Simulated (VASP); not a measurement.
Bi2Se3, 5 atoms in the cell. The structure is tetragonal, space group P4/mmm (No. 123). Conventional cell: a = 4.089 Å, b = 4.089 Å, c = 8.378 Å, α = 90.00°, β = 90.00°, γ = 90.00°. Bi (site symmetry 4/mmm) has 2 Se at 1.99 Å within 2.6 Å. Within 3.8 Å of Bi (site symmetry 4/mmm) lie 12 Se at 2.89 to 3.63 Å. Se (site symmetry 4/mmm) has 2 Se at 2.20 Å and 4 Bi at 2.89 Å within 2.9 Å. Se (site symmetry 4mm) has 1 Bi at 1.99 Å and 1 Se at 2.20 Å within 2.6 Å. The cell was built from a structure type or drawn by symmetry, and may not be a known phase.

* Program: VASP 6.6.1
* Task: relaxation of cell and atoms
* Functional: PBE
* Potentials or basis: VASP PAW PBE potentials, release 64 (Bi_d, Se)
* Cutoff: 600 eV
* k mesh: 4 × 4 × 2
* Occupations: gaussian, width 0.1 eV
* Spin: no spin polarisation
* Dipole correction: no
* Further INCAR settings: ALGO = Normal; EDIFF = 1e-07; IBRION = 2; EDIFFG = -0.04; NSW = 90; ISIF = 3

Potentials or basis: VASP PAW PBE potentials, release 64 (Bi_d, Se).

Command:

```console
$ cat potpaw_PBE.64/Bi_d/POTCAR potpaw_PBE.64/Se/POTCAR > POTCAR
$ mpirun -np 1 vasp_std > vasp.out
```

Hardware: 1 thread of Intel(R) Xeon(R) 6975P-C (Granite Rapids) (shared host).

Problem. How long does it take, and how much memory?

Solution. Run time: 16 min on 1 thread of Intel(R) Xeon(R) 6975P-C (Granite Rapids), with other jobs on the host, peak memory 0.33 GiB. Counts: scf iterations 398, k points 12, ion steps 28.
